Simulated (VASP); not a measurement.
Write the native input for VASP 6.6.1 that does the following.

```
Task                   : single point
Functional             : PBE
Potentials or basis    : VASP PAW PBE potentials, release 64 (Zr_sv)
Cutoff                 : 520 eV
k mesh                 : 11 × 11 × 6
Occupations            : fermi-dirac, width 1 eV
Spin                   : no spin polarisation
Dipole correction      : no
Further INCAR settings : ALGO = Normal; EDIFF = 1e-07; NBANDS = 19
```

The structure of Zr lies in POSCAR:

```
Zr
1.0
    3.2318821451      0.0000000000      0.0000000000
   -1.6159410725      2.7988920397      0.0000000000
    0.0000000000      0.0000000000      5.1741041053
Zr
2
Direct
    0.3333333333      0.6666666667      0.2500000000
    0.6666666667      0.3333333333      0.7500000000
```

These files were run (other wordings do the same):

INCAR

```
SYSTEM = Zr
ALGO = Normal
EDIFF = 1E-7
ENCUT = 520
GGA = PE
ISIF = 2
ISMEAR = -1
LASPH = .TRUE.
LCHARG = .FALSE.
LREAL = .FALSE.
LWAVE = .FALSE.
NBANDS = 19
NELM = 100
PREC = Accurate
SIGMA = 1.0
```

KPOINTS

```
k-points
0
G
  11 11 6
  0 0 0
```

Potentials or basis: VASP PAW PBE potentials, release 64 (Zr_sv).

Launch:

```bash
$ cat potpaw_PBE.64/Zr_sv/POTCAR > POTCAR
$ mpirun -np 1 vasp_std > vasp.out
```

It gave:

```json
{
 "Pressure": "11.3 GPa",
 "Band gap on the k mesh": "zero (band 12 reaches 9.92 eV, above the bottom of band 13 at 8.85 eV)"
}
```

Run time: 49 s on 1 thread of AMD EPYC 9R45 (Zen 5) (shared host), peak memory 0.15 GiB.
